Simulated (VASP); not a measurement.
Pd, 1 atom in the cell. Symmetry: Fm-3m, No. 225, cubic system. The conventional cell has a = 3.614 Å, b = 3.614 Å, c = 3.614 Å, α = 90.00°, β = 90.00°, γ = 90.00°. Within 3.4 Å of Pd (site symmetry m-3m) lie 12 Pd at 2.56 Å. 

- Program: VASP 6.6.1
- Task: single point
- Functional: revPBE
- Potentials or basis: VASP PAW PBE potentials, release 64 (Pd)
- Cutoff: 520 eV
- k mesh: 12 × 12 × 12
- Occupations: methfessel-paxton, width 0.15 eV
- Spin: no spin polarisation
- Dipole correction: no
- Further INCAR settings: ALGO = Fast; EDIFF = 1e-06; NBANDS = 11

Potentials or basis: VASP PAW PBE potentials, release 64 (Pd).

Command:

```bash
$ cat potpaw_PBE.64/Pd/POTCAR > POTCAR
$ mpirun -np 1 vasp_std > vasp.out
```

Hardware: 1 thread of Intel(R) Xeon(R) 6975P-C (Granite Rapids), with other jobs on the host.

Q: How long does it take, and how much memory?

A: Run time: 4.9 s on 1 thread of Intel(R) Xeon(R) 6975P-C (Granite Rapids), on a shared host, peak memory 0.12 GiB. Counts: scf iterations 12, k points 72.
